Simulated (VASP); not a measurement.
Here is a VASP 6.6.1 calculation.

Contents of INCAR:

```
SYSTEM = CoNiO2
PREC = Accurate
ENCUT = 700
EDIFF = 1E-6
ISMEAR = -1
SIGMA = 0.05
LREAL = .FALSE.
LASPH = .TRUE.
NELM = 200
ALGO = Normal
ISIF = 2
LWAVE = .FALSE.
LCHARG = .FALSE.
ISPIN = 2
MAGMOM = 2 4 0 0
LORBIT = 11
NUPDOWN = 6.0
LMAXMIX = 4
GGA = PS
NBANDS = 36
GGA_COMPAT = .FALSE.
```

Contents of KPOINTS:

```
Automatic mesh
0
G
  7 7 5
  0 0 0
```

POSCAR

```
CoNiO2
1.0
    3.0143330000      0.0000000000      0.0000000000
    0.0000000000      3.0143330000      0.0000000000
    0.0000000000      0.0000000000      4.2222850000
Ni Co O
1 1 2
Direct
    0.0000000000      0.0000000000      0.0000000000
    0.5000000000      0.5000000000      0.5000000000
    0.0000000000      0.0000000000      0.5000000000
    0.5000000000      0.5000000000      0.0000000000
```

Potentials or basis: VASP PAW PBE potentials, release 64 (Ni_sv_GW, Co_sv, O).

Command:

```bash
$ cat potpaw_PBE.64/Ni_sv_GW/POTCAR potpaw_PBE.64/Co_sv/POTCAR potpaw_PBE.64/O/POTCAR > POTCAR
$ mpirun -np 1 vasp_std > vasp.out
```

Problem. What does it give for the pressure?

Solution. 1.1 GPa.

Stress tensor (GPa, compression positive):
```
0.76 0.00 0.00
0.00 0.76 0.00
0.00 0.00 1.91
```

Caveat: the PAW data sets were made with another functional, which shifts forces and pressure a little; the total moment is fixed, so each spin has its own Fermi level and the state may be an excited one.
